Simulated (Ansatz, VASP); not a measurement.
KTaO3 in VASP and in Ansatz

```
K Ta O
1.0
     4.09817   -0.63049   -0.63049
    -0.63049    4.09817   -0.63049
    -0.63049   -0.63049    4.09817
K Ta O
1 1 3
Direct
  0.50000 0.50000 0.50000
  0.00000 0.00000 0.00000
  0.50000 0.00000 0.00000
  0.00000 0.50000 0.00000
  0.00000 0.00000 0.50000
```

Alike in both runs: task single point; functional PBE; k mesh 8 × 8 × 8; occupations gaussian, width 0.05 eV; no spin polarisation.

|  | VASP | Ansatz |
| --- | --- | --- |
| version | VASP 6.6.1 | Ansatz 0.2.0 |
| potentials or method | VASP PAW PBE potentials, release 64 (K_sv, Ta_sv_GW, O), cutoff 700 eV | scalar-relativistic, plane waves, PAW |
| valence electrons in the cell | 40 | 40 |

|  | VASP | Ansatz | Ansatz less VASP |
| --- | --- | --- | --- |
| gap on the k mesh at the Fermi level (eV) | none | none | - |
| pressure (GPa) | 4.7 | 4.4 | -0.32 |
| traceless stress, the component that is largest in VASP (GPa) | 32.49 | 32.21 | -0.275 |

A gap of «none» marks a metal or a gap that the smearing closes. The functional is the same, so the differences come from potentials, cutoffs and numerics.

Neither program's run includes spin-orbit coupling.
